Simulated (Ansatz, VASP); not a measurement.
**One calculation of CdS, two programs**

File INCAR:

```
SYSTEM = CdS
ALGO = Normal
EDIFF = 1E-6
ENCUT = 630
GGA = PE
GGA_COMPAT = .False.
ISIF = 2
ISMEAR = -1
LASPH = .True.
LCHARG = .False.
LREAL = .False.
LWAVE = .False.
NBANDS = 20
NELM = 120
PREC = Accurate
SIGMA = 0.02
```

File KPOINTS:

```
k-points
0
Gamma
  8 8 8
  0 0 0
```

File POSCAR:

```
CdS
1.0
    0.0000000000      3.1058683214      3.1058683214
    3.1058683214      0.0000000000      3.1058683214
    3.1058683214      3.1058683214      0.0000000000
Cd S
1 1
Direct
    0.0000000000      0.0000000000      0.0000000000
    0.2500000000      0.2500000000      0.2500000000
```

Input for Ansatz:

```yaml
crystal:
  lattice:
    - [0.0, 3.1058683214, 3.1058683214]
    - [3.1058683214, 0.0, 3.1058683214]
    - [3.1058683214, 3.1058683214, 0.0]
  atoms:
    - { symbol: Cd, position: [0.0, 0.0, 0.0] }
    - { symbol: S, position: [0.25, 0.25, 0.25] }
kpoints:
  mp_grid: { grid: [8, 8, 8] }
  band_path:
    path:
      - [0.0, 0.0, 0.0]
      - [-0.5, -0.5, 0.0]
      - [-0.375, -0.375, 0.25]
      - [-0.375, 0.0, 0.375]
      - [0.0, 0.0, 0.5]
      - [-0.5, -0.25, 0.25]
    npoints: 1
hamiltonian:
  xc: pbe
scf:
  occupations: { method: fermi_dirac, width: 0.02 }
  n_extra_bands: 4
output:
  forces: true
  stress: true
  eigenvalues: true
```

Change from the starting cell: hydrostatic strain +5.7%.

Alike in both runs: task single point; functional PBE; k mesh 8 × 8 × 8; occupations fermi-dirac, width 0.02 eV; no spin polarisation.

|  | VASP | Ansatz |
| --- | --- | --- |
| version | VASP 6.6.1 | Ansatz 0.2.0 |
| potentials or method | VASP PAW PBE potentials, release 64 (Cd_sv_GW, S) | plane waves, PAW |
| plane-wave cutoff (eV) | 630 | 420 |
| valence electrons in the cell | 26 | 26 |

|  | VASP | Ansatz | Ansatz less VASP |
| --- | --- | --- | --- |
| pressure (GPa) | -5.5 | -5.4 | +0.10 |

The functional is the same, so the differences come from potentials, cutoffs and numerics.
